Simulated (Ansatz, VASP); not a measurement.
# Two plane-wave programs on Al3B2Sb

```xyz
6
Lattice="3.0759 0.0000 0.0000 -1.5380 2.6638 0.0000 0.0000 0.0000 10.7792" Properties=species:S:1:pos:R:3 pbc="T T T"
Al    0.0000    0.0000    1.5373
Al    0.0000    0.0000    8.9756
Al    1.5380    0.8879    6.7595
B     0.0000    1.7759   -0.1347
B     1.5380    0.8879   -0.0502
Sb    0.0000    1.7759    3.9319
```

Alike in both runs: functional PBE; k mesh 6 × 6 × 2; occupations gaussian, width 0.2 eV; no spin polarisation.

Ansatz relaxed the structure, and its values are those at the end. VASP's run is a single point on that final structure, the one shown.

|  | VASP | Ansatz |
| --- | --- | --- |
| version | VASP 6.6.1 | Ansatz 0.2.0 |
| potentials or method | VASP PAW PBE potentials, release 64 (Al, B, Sb), cutoff 520 eV | scalar-relativistic, plane waves, PAW |
| valence electrons in the cell | 20 | 30 |

|  | VASP | Ansatz | Ansatz less VASP |
| --- | --- | --- | --- |
| gap on the k mesh at the Fermi level (eV) | none | none | - |
| pressure (GPa) | 0.0 | -0.1 | -0.03 |
| rms of the force components (eV/Å) | 0.013 | 0.013 | -0.0004 |

A gap of «none» marks a metal or a gap that the smearing closes. The functional is the same, so the differences come from potentials, cutoffs and numerics. VASP's potentials hold 20 valence electrons a cell and Ansatz's 30, so a difference there can come from the potentials and not from the codes.

The k mesh is coarse, so the values compare programs but aren't converged. Neither program's run includes spin-orbit coupling.
